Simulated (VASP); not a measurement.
# P (Fd-3m) in VASP: further runs

The runs below take P through single point, with r2SCAN.

Program: VASP 6.6.1. These are calculated values, not measurements. Logs are shortened: lines on timing, memory, paths and dates and some standing lists are left out, and cuts for length are marked.

## 1. The cell of the first run

The structure is cubic, space group Fd-3m (No. 227). The conventional cell has a = 5.336 Å, b = 5.336 Å, c = 5.336 Å, α = 90.00°, β = 90.00°, γ = 90.00°. Within 3.1 Å of P (site symmetry -43m) lie 4 P at 2.31 Å.

## 2. Single point, r2SCAN

POSCAR reads:

```
P
1.0
    0.0000000000      2.6678323054      2.6678323054
    2.6678323054      0.0000000000      2.6678323054
    2.6678323054      2.6678323054      0.0000000000
P
2
Direct
    0.0000000000      0.0000000000      0.0000000000
    0.2500000000      0.2500000000      0.2500000000
```

INCAR.step1 reads:

```
SYSTEM = P
  PREC = Accurate
  ENCUT = 520
  ISMEAR = -1
  SIGMA = 0.1
  LREAL = .False.
  LASPH = .True.
  NELM = 100
  NBANDS = 12
  GGA = PE
  ALGO = Normal
  EDIFF = 1E-4
  LWAVE = .True.
  LCHARG = .False.
```

INCAR.step2 reads:

```
SYSTEM = P
  PREC = Accurate
  ENCUT = 520
  EDIFF = 1E-6
  ISMEAR = -1
  SIGMA = 0.1
  LREAL = .False.
  LASPH = .True.
  NELM = 100
  ALGO = Normal
  ISIF = 2
  LWAVE = .False.
  LCHARG = .False.
  METAGGA = R2SCAN
  LMIXTAU = .True.
  NBANDS = 12
  ISTART = 1
```

KPOINTS reads:

```
Automatic mesh
0
Gamma
  11 11 11
  0 0 0
```

Potentials or basis: VASP PAW PBE potentials, release 64 (P).

Started as:

```sh
$ cat potpaw_PBE.64/P/POTCAR > POTCAR
$ cp INCAR.step1 INCAR
$ mpirun -np 1 vasp_std > vasp.out
$ cp INCAR.step2 INCAR
$ mpirun -np 1 vasp_std > vasp.out
```

OUTCAR:

```text
SYSTEM = P
   PREC = Accurate
   ENCUT = 520
   EDIFF = 1E-6
   ISMEAR = -1
   LREAL = .False.
   LASPH = .True.
   NELM = 100
   ISIF = 2
   METAGGA = R2SCAN
   ISTART = 1

 ion  position               nearest neighbor table
   1  0.000  0.000  0.000-   2 2.31   2 2.31   2 2.31   2 2.31
   2  0.250  0.250  0.250-   1 2.31   1 2.31   1 2.31   1 2.31

  LATTYP: Found a face centered cubic cell.
 ALAT       =     5.3356646108

  Lattice vectors:

 A1 = (   0.0000000000,   2.6678323054,   2.6678323054)
 A2 = (   2.6678323054,   0.0000000000,   2.6678323054)
 A3 = (   2.6678323054,   2.6678323054,   0.0000000000)

Analysis of symmetry for initial positions (statically):
=====================================================================
 Subroutine PRICEL returns:
 Original cell was already a primitive cell.

 Routine SETGRP: Setting up the symmetry group for a
 face centered cubic supercell.

 Subroutine GETGRP returns: Found 48 space group operations
 (whereof 24 operations were pure point group operations)
 out of a pool of 48 trial point group operations.

The static configuration has the point symmetry T_d .
 The point group associated with its full space group is O_h .

Analysis of symmetry for dynamics (positions and initial velocities):
=====================================================================
 Subroutine PRICEL returns:
 Original cell was already a primitive cell.

 Routine SETGRP: Setting up the symmetry group for a
 face centered cubic supercell.

 Subroutine GETGRP returns: Found 48 space group operations
 (whereof 24 operations were pure point group operations)
 out of a pool of 48 trial point group operations.

The dynamic configuration has the point symmetry T_d .
 The point group associated with its full space group is O_h .

 Subroutine INISYM returns: Found 48 space group operations
 (whereof 24 operations are pure point group operations),
 and found     1 'primitive' translations

----------------------------------------------------------------------------------------

                                     Primitive cell

  volume of cell :      37.9757

  direct lattice vectors                    reciprocal lattice vectors
     0.000000000  2.667832305  2.667832305    -0.187418077  0.187418077  0.187418077
     2.667832305  0.000000000  2.667832305     0.187418077 -0.187418077  0.187418077
     2.667832305  2.667832305  0.000000000     0.187418077  0.187418077 -0.187418077

  length of vectors
     3.772884628  3.772884628  3.772884628     0.324617631  0.324617631  0.324617631

  position of ions in fractional coordinates (direct lattice)
     0.000000000  0.000000000  0.000000000
     0.250000000  0.250000000  0.250000000

  ion indices of the primitive-cell ions
   primitive index   ion index
                 1           1
                 2           2

----------------------------------------------------------------------------------------

 KPOINTS: Automatic mesh

Automatic generation of k-mesh.
 Grid dimensions read from file:
 generate k-points for:   11   11   11

 Generating k-lattice:

  Cartesian coordinates                     Fractional coordinates (reciprocal lattice)
    -0.017038007  0.017038007  0.017038007     0.090909091  0.000000000  0.000000000
     0.017038007 -0.017038007  0.017038007     0.000000000  0.090909091  0.000000000
     0.017038007  0.017038007 -0.017038007     0.000000000  0.000000000  0.090909091

  Length of vectors
     0.029510694  0.029510694  0.029510694

  Shift w.r.t. Gamma in fractional coordinates (k-lattice)
     0.000000000  0.000000000  0.000000000

 Subroutine IBZKPT returns following result:
 ===========================================

 Found     56 irreducible k-points:

 Following reciprocal coordinates:
            Coordinates               Weight
  0.000000  0.000000  0.000000      1.000000
  0.090909  0.000000  0.000000      8.000000
  0.181818  0.000000  0.000000      8.000000
  0.272727  0.000000  0.000000      8.000000
  0.363636  0.000000  0.000000      8.000000
  0.454545  0.000000  0.000000      8.000000
[... 16 lines left out ...]
 -0.272727  0.181818  0.000000     24.000000
 -0.181818  0.181818  0.000000     12.000000
 [... further k-points ...]
   k-points           NKPTS =     56   k-points in BZ     NKDIM =     56   number of bands    NBANDS=     12
   number of dos      NEDOS =    301   number of ions     NIONS =      2
   total plane-waves  NPLWV =  21952
   dimension x,y,z NGX =    28 NGY =   28 NGZ =   28
   dimension x,y,z NGXF=    56 NGYF=   56 NGZF=   56
   ions per type =               2
   NGX,Y,Z   is equivalent  to a cutoff of  12.34, 12.34, 12.34 a.u.
   NGXF,Y,Z  is equivalent  to a cutoff of  24.68, 24.68, 24.68 a.u.
 SYSTEM =  P
   PREC   = accura    normal or accurate (medium, high low for compatibility)
   ISTART =      1    job   : 0-new  1-cont  2-samecut
   ICHARG =      0    charge: 1-file 2-atom 10-const
[... 64 lines left out ...]
      3       3.3168      2.00000
      4       3.3168      2.00000
      5       4.1583      2.00000
      6       6.7964      1.56243
      7       6.7964      1.56243
      8       6.7964      1.56243
      9      13.6312      0.00000
     10      13.8869      0.00000
     11      13.8869      0.00000
     12      17.8435      0.00000

 k-point     2 :       0.0909    0.0000    0.0000
  band No.  band energies     occupation
      1      -9.5960      2.00000
      2       1.8982      2.00000
      3       3.1733      2.00000
      4       3.1733      2.00000
      5       5.0729      2.00000
      6       7.0173      0.56337
      7       7.0173      0.56337
      8       7.1884      0.13234
      9      13.6199      0.00000
     10      13.6199      0.00000
     11      14.0332      0.00000
     12      17.4994      0.00000

 k-point     3 :       0.1818    0.0000    0.0000
  band No.  band energies     occupation
      1      -9.2818      2.00000
      2       0.1129      2.00000
      3       2.8558      2.00000
      4       2.8558      2.00000
      5       5.2369      2.00000
      6       7.5037      0.00604
      7       7.5037      0.00604
      8       8.5860      0.00000
      9      13.2833      0.00000
     10      13.2833      0.00000
     11      14.8628      0.00000
     12      17.1567      0.00000

 k-point     4 :       0.2727    0.0000    0.0000
  band No.  band energies     occupation
      1      -8.7841      2.00000
      2      -1.5581      2.00000
      3       2.5301      2.00000
      4       2.5301      2.00000
      5       4.9968      2.00000
      6       7.9297      0.00009
      7       7.9297      0.00009
      8      10.3672      0.00000
      9      13.4444      0.00000
     10      13.4444      0.00000
     11      15.0177      0.00000
     12      18.0087      0.00000

 k-point     5 :       0.3636    0.0000    0.0000
  band No.  band energies     occupation
      1      -8.1713      2.00000
      2      -2.9779      2.00000
      3       2.2848      2.00000
      4       2.2848      2.00000
      5       4.7554      2.00000
      6       8.1197      0.00001
      7       8.1197      0.00001
      8      12.1031      0.00000
      9      14.3209      0.00000
     10      14.3209      0.00000
     11      14.8550      0.00000
     12      18.5761      0.00000
[... 228 lines left out ...]
      1      -7.1860      2.00000
      2      -4.1375      2.00000
      3       0.4409      2.00000
      4       1.6688      2.00000
      5       6.0934      1.99950
      6       8.4827      0.00000
      7       9.3768      0.00000
      8      11.6386      0.00000
      9      13.8544      0.00000
     10      15.3150      0.00000
     11      17.5466      0.00000
     12      17.7656      0.00000

 k-point    22 :      -0.3636    0.1818    0.0000
  band No.  band energies     occupation
      1      -7.4230      2.00000
      2      -3.7848      2.00000
      3       0.3418      2.00000
      4       1.9123      2.00000
      5       6.1674      1.99896
      6       8.6473      0.00000
      7       9.0691      0.00000
      8      11.8308      0.00000
      9      13.6875      0.00000
     10      13.7237      0.00000
     11      17.6603      0.00000
     12      18.4124      0.00000

 k-point    23 :      -0.2727    0.1818    0.0000
  band No.  band energies     occupation
      1      -8.0240      2.00000
      2      -2.7774      2.00000
      3       0.5046      2.00000
      4       2.2596      2.00000
      5       6.2950      1.99629
      6       8.6161      0.00000
      7       8.7218      0.00000
      8      10.4228      0.00000
      9      12.6529      0.00000
     10      15.2531      0.00000
     11      16.5318      0.00000
     12      18.4624      0.00000

 k-point    24 :      -0.1818    0.1818    0.0000
  band No.  band energies     occupation
      1      -8.6076      2.00000
      2      -1.6147      2.00000
      3       1.0205      2.00000
      4       2.6319      2.00000
      5       6.2852      1.99663
      6       8.0160      0.00004
      7       8.2591      0.00000
      8       9.7274      0.00000
      9      12.3436      0.00000
     10      14.9421      0.00000
     11      15.9716      0.00000
     12      18.2914      0.00000

 [... further k-points ...]
[... 5 lines left out ...]
  --------------------------------------------------------------------------------------
  -------------------------------------------------------------------------------------
  Total        0.5490900      0.5490900      0.5490900      0.0000000     -0.0000000      0.0000000
  in kB       23.1658651     23.1658651     23.1658651      0.0000000     -0.0000000      0.0000000
  external PRESSURE =      23.1658651 kB  Pullay stress =       0.0000000 kB

 VOLUME and BASIS-vectors are now :
 -----------------------------------------------------------------------------
  energy-cutoff  :      520.00
  volume of cell :       37.98
      direct lattice vectors                 reciprocal lattice vectors
     0.000000000  2.667832305  2.667832305    -0.187418077  0.187418077  0.187418077
     2.667832305  0.000000000  2.667832305     0.187418077 -0.187418077  0.187418077
     2.667832305  2.667832305  0.000000000     0.187418077  0.187418077 -0.187418077

 POSITION                                       TOTAL-FORCE (eV/Angst)
 -----------------------------------------------------------------------------------
      0.00000      0.00000      0.00000        -0.000000     -0.000000     -0.000000
      1.33392      1.33392      1.33392         0.000000      0.000000      0.000000
 -----------------------------------------------------------------------------------
    total drift:                                0.000000      0.000000     -0.000000

  FREE ENERGIE OF THE ION-ELECTRON SYSTEM (eV)
  ---------------------------------------------------
  free  energy   TOTEN  =       -16.6359265805 eV

  energy  without entropy=      -16.6084369508  energy(sigma->0) =      -16.62218177
```

It took 55 s on 1 thread of Intel Xeon 6975P-C, shared host; peak memory 0.16 GiB.

What came out:

| Item | Value |
| --- | --- |
| Free energy | -16.6359 eV |
| Pressure | 2.3 GPa |
| Band gap on the k mesh | zero (band 5 reaches 7.81 eV, above the bottom of band 6 at 5.76 eV) |

Levels at points of the mesh, in eV from the Fermi level:
| k point | band 1 | band 2 | band 3 | band 4 | band 5 | band 6 | band 7 | band 8 | band 9 | band 10 |
| --- | --- | --- | --- | --- | --- | --- | --- | --- | --- | --- |
| (0.00, 0.00, 0.00) | -16.63 | -3.61 | -3.61 | -3.61 | -2.77 | -0.13 | -0.13 | -0.13 | 6.71 | 6.96 |

Caveat: the PAW data sets were made with another functional, which shifts forces and pressure a little.

## 3. Single point, r2SCAN

This run uses another cell than the first one, of 19.61 Å³/atom, 1.033 times its volume.

POSCAR reads:

```
P
1.0
    0.0000000000      2.6965208739      2.6965208739
    2.6965208739      0.0000000000      2.6965208739
    2.6965208739      2.6965208739      0.0000000000
P
2
Direct
    0.0000000000      0.0000000000      0.0000000000
    0.2500000000      0.2500000000      0.2500000000
```

INCAR.step1 reads:

```
SYSTEM = P
PREC = Accurate
ENCUT = 520
ISMEAR = -1
SIGMA = 0.1
LREAL = .FALSE.
LASPH = .TRUE.
NELM = 60
NBANDS = 12
GGA = PE
ALGO = Normal
EDIFF = 1E-4
LWAVE = .TRUE.
LCHARG = .FALSE.
```

INCAR.step2 reads:

```
SYSTEM = P
PREC = Accurate
ENCUT = 520
EDIFF = 1E-6
ISMEAR = -1
SIGMA = 0.1
LREAL = .FALSE.
LASPH = .TRUE.
NELM = 60
ALGO = Normal
ISIF = 2
LWAVE = .FALSE.
LCHARG = .FALSE.
METAGGA = R2SCAN
LMIXTAU = .TRUE.
NBANDS = 12
ISTART = 1
```

KPOINTS reads:

```
Automatic mesh
0
G
  11 11 11
  0 0 0
```

Potentials or basis: VASP PAW PBE potentials, release 64 (P).

Started as:

```sh
$ cat potpaw_PBE.64/P/POTCAR > POTCAR
$ cp INCAR.step1 INCAR
$ mpirun -np 1 vasp_std > vasp.out
$ cp INCAR.step2 INCAR
$ mpirun -np 1 vasp_std > vasp.out
```

It took 54 s on 1 thread of Intel Xeon 6975P-C, shared host; peak memory 0.16 GiB.

Results (log left out):

```
Free energy            : -16.6479 eV
Pressure               : 0.7 GPa
Band gap on the k mesh : zero (band 5 reaches 7.41 eV, above the bottom of band 6 at 5.46 eV)
```

Levels at points of the mesh, in eV from the Fermi level:
```csv
k point,band 1,band 2,band 3,band 4,band 5,band 6,band 7,band 8,band 9,band 10
"(0.00, 0.00, 0.00)",-16.31,-3.49,-3.49,-3.49,-3.04,-0.06,-0.06,-0.06,6.64,7.04
```

Caveat: the PAW data sets were made with another functional, which shifts forces and pressure a little.

## 4. Single point, r2SCAN

This run uses another cell than the first one, of 19.61 Å³/atom, 1.033 times its volume.

POSCAR is that of step 3.

INCAR.step1 reads:

```
ALGO     = Normal         # electronic algorithm
EDIFF    = 1E-4           # SCF threshold, eV
ENCUT    = 520            # plane-wave cutoff, eV
GGA      = PE             # functional
ISMEAR   = -1             # smearing method
LASPH    = T              # aspherical terms in the spheres
LCHARG   = F              # write CHGCAR
LREAL    = F              # projectors in reciprocal space
LWAVE    = T              # write WAVECAR
NBANDS   = 12             # bands
NELM     = 60             # most SCF steps
PREC     = Accurate       # precision mode
SIGMA    = 0.1            # smearing width, eV
```

INCAR.step2 reads:

```
ALGO     = Normal         # electronic algorithm
EDIFF    = 1E-7           # SCF threshold, eV
ENCUT    = 520            # plane-wave cutoff, eV
ISIF     = 2              # what is computed and relaxed
ISMEAR   = -1             # smearing method
ISTART   = 1            
LASPH    = T              # aspherical terms in the spheres
LCHARG   = F              # write CHGCAR
LMIXTAU  = T            
LREAL    = F              # projectors in reciprocal space
LWAVE    = F              # write WAVECAR
METAGGA  = R2SCAN         # meta-GGA
NBANDS   = 12             # bands
NELM     = 60             # most SCF steps
PREC     = Accurate       # precision mode
SIGMA    = 0.1            # smearing width, eV
```

KPOINTS reads:

```
k-points
0
Gamma
  11 11 11
```

Started as:

```sh
$ cat potpaw_PBE.64/P/POTCAR > POTCAR
$ cp INCAR.step1 INCAR
$ mpirun -np 1 vasp_std > vasp.out
$ cp INCAR.step2 INCAR
$ mpirun -np 1 vasp_std > vasp.out
```

It took 66 s on 1 thread of Intel Xeon 6975P-C, shared host; peak memory 0.17 GiB.

The run converged. Its results:

- Free energy: -16.6479 eV
- Pressure: 0.7 GPa
- Band gap on the k mesh: zero (band 5 reaches 7.41 eV, above the bottom of band 6 at 5.46 eV)

Levels at points of the mesh, in eV from the Fermi level:
```tsv
k point	band 2	band 3	band 4	band 5	band 6	band 7	band 8	band 9
(0.00, 0.00, 0.00)	-3.49	-3.49	-3.49	-3.04	-0.06	-0.06	-0.06	6.64
```

Caveat: the PAW data sets were made with another functional, which shifts forces and pressure a little.

## 5. Single point, r2SCAN

This run uses another cell than the first one, of 20.23 Å³/atom, 1.065 times its volume.

POSCAR reads:

```
P
1.0
    0.0000000000      2.7246116546      2.7246116546
    2.7246116546      0.0000000000      2.7246116546
    2.7246116546      2.7246116546      0.0000000000
P
2
Direct
    0.0000000000      0.0000000000      0.0000000000
    0.2500000000      0.2500000000      0.2500000000
```

INCAR.step1 reads:

```
SYSTEM = P
PREC = Accurate
ENCUT = 520
ISMEAR = -1
SIGMA = 0.1
LREAL = .FALSE.
LASPH = .TRUE.
NELM = 60
NBANDS = 12
GGA = PE
ALGO = Normal
EDIFF = 1E-4
LWAVE = .TRUE.
LCHARG = .FALSE.
```

INCAR.step2 reads:

```
SYSTEM = P
PREC = Accurate
ENCUT = 520
EDIFF = 1E-6
ISMEAR = -1
SIGMA = 0.1
LREAL = .FALSE.
LASPH = .TRUE.
NELM = 60
ALGO = Normal
ISIF = 2
LWAVE = .FALSE.
LCHARG = .TRUE.
METAGGA = R2SCAN
LMIXTAU = .TRUE.
LELF = .TRUE.
LVHAR = .TRUE.
NBANDS = 12
ISTART = 1
```

KPOINTS reads:

```
Automatic mesh
0
G
  11 11 11
  0 0 0
```

Started as:

```sh
$ cat potpaw_PBE.64/P/POTCAR > POTCAR
$ cp INCAR.step1 INCAR
$ mpirun -np 1 vasp_std > vasp.out
$ cp INCAR.step2 INCAR
$ mpirun -np 1 vasp_std > vasp.out
```

It took 81 s on 1 thread of Intel Xeon 6975P-C, shared host; peak memory 0.17 GiB.

Results (log left out):

* Free energy: -16.6483 eV
* Pressure: -0.7 GPa
* Band gap on the k mesh: zero (band 5 reaches 7.03 eV, above the bottom of band 6 at 5.18 eV)

Levels at points of the mesh, in eV from the Fermi level:
| k point | band 3 | band 4 | band 5 | band 6 | band 7 | band 8 |
| --- | --- | --- | --- | --- | --- | --- |
| (0.00, 0.00, 0.00) | -3.37 | -3.37 | -3.30 | 0.01 | 0.01 | 0.01 |

Caveat: the PAW data sets were made with another functional, which shifts forces and pressure a little.

## 6. Single point, r2SCAN

This run uses another cell than the first one, of 20.23 Å³/atom, 1.065 times its volume.

POSCAR is that of step 5.

INCAR.step1 reads:

```
  PREC = Accurate
  ENCUT = 520
  ISMEAR = -1
  SIGMA = 0.1
  LREAL = False
  LASPH = True
  NELM = 80
  NBANDS = 12
  GGA = PE
  ALGO = Normal
  EDIFF = 1E-4
  LWAVE = True
  LCHARG = False
```

INCAR.step2 reads:

```
  PREC = Accurate
  ENCUT = 520
  EDIFF = 1E-7
  ISMEAR = -1
  SIGMA = 0.1
  LREAL = False
  LASPH = True
  NELM = 80
  ALGO = Normal
  ISIF = 2
  LWAVE = False
  LCHARG = False
  METAGGA = R2SCAN
  LMIXTAU = True
  NBANDS = 12
  ISTART = 1
```

KPOINTS reads:

```
Automatic mesh
0
Gamma
  11 11 11
```

Potentials or basis: VASP PAW PBE potentials, release 64 (P).

Started as:

```sh
$ cat potpaw_PBE.64/P/POTCAR > POTCAR
$ cp INCAR.step1 INCAR
$ mpirun -np 1 vasp_std > vasp.out
$ cp INCAR.step2 INCAR
$ mpirun -np 1 vasp_std > vasp.out
```

It took 99 s on 1 thread of Intel Xeon 6975P-C, shared host; peak memory 0.17 GiB.

The run converged. Its results:

```yaml
Free_energy: -16.6483 eV
Pressure: -0.7 GPa
Band_gap_on_the_k_mesh: zero (band 5 reaches 7.03 eV, above the bottom of band 6 at 5.18 eV)
```

Levels at points of the mesh, in eV from the Fermi level:
```csv
k point,band 1,band 2,band 3,band 4,band 5,band 6,band 7,band 8,band 9,band 10
"(0.00, 0.00, 0.00)",-16.01,-3.37,-3.37,-3.37,-3.30,0.01,0.01,0.01,6.58,7.12
```

Caveat: the PAW data sets were made with another functional, which shifts forces and pressure a little.

## 7. Summary

| cell | gap on the mesh (eV) | pressure (GPa) |
| --- | --- | --- |
| a = 3.773 Å, angles 60.0°, 2 atoms | none | 2.3 |
| a = 3.813 Å, angles 60.0°, 2 atoms | none | 0.7 |
| a = 3.853 Å, angles 60.0°, 2 atoms | none | -0.7 |

Alike in all rows: task single point; level r2SCAN; potentials or basis VASP PAW PBE potentials, release 64 (P); no spin polarisation; k mesh 11 × 11 × 11; cutoff (eV) 520; smearing fermi-dirac 0.1 eV.

Caveats: the PAW data sets were made with another functional, which shifts forces and pressure a little.

Absolute energies hang on the potentials; compare differences alone.
